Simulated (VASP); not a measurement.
A run of VASP 6.6.1 is set up as follows.

Contents of INCAR:

```
PREC = Accurate ; ENCUT = 520
EDIFF = 1E-7 ; ISMEAR = 0
SIGMA = 0.15 ; LREAL = F
LASPH = T ; NELM = 60
ALGO = Normal ; ISIF = 2
LWAVE = F ; LCHARG = F
GGA = CA ; NBANDS = 15
```

KPOINTS

```
Automatic mesh
0
Gamma
  20 20 20
```

File POSCAR:

```
TiC
1.0
    0.0000000000      2.2844638034      1.9417942329
    2.2844638034      0.0000000000      1.9417942329
    2.2844638034      2.2844638034      0.0000000000
Ti C
1 1
Direct
    0.0000000000      0.0000000000      0.0000000000
    0.5000000000      0.5000000000      0.5000000000
```

Potentials or basis: VASP PAW LDA potentials, release 64 (Ti_sv, C).

Run with:

```bash
$ cat potpaw_LDA.64/Ti_sv/POTCAR potpaw_LDA.64/C/POTCAR > POTCAR
$ mpirun -np 1 vasp_std > vasp.out
```

Estimate the pressure.

1.5 GPa.

Estimate the band gap on the k mesh.

zero (bands 8 and 9 overlap by 2.44 eV).

Stress tensor (GPa, compression positive):
```
-26.46   0.00   0.00
  0.00 -26.46   0.00
  0.00   0.00  57.49
```

Caveat: the stress differs along the axes, from -26 to 57 GPa.
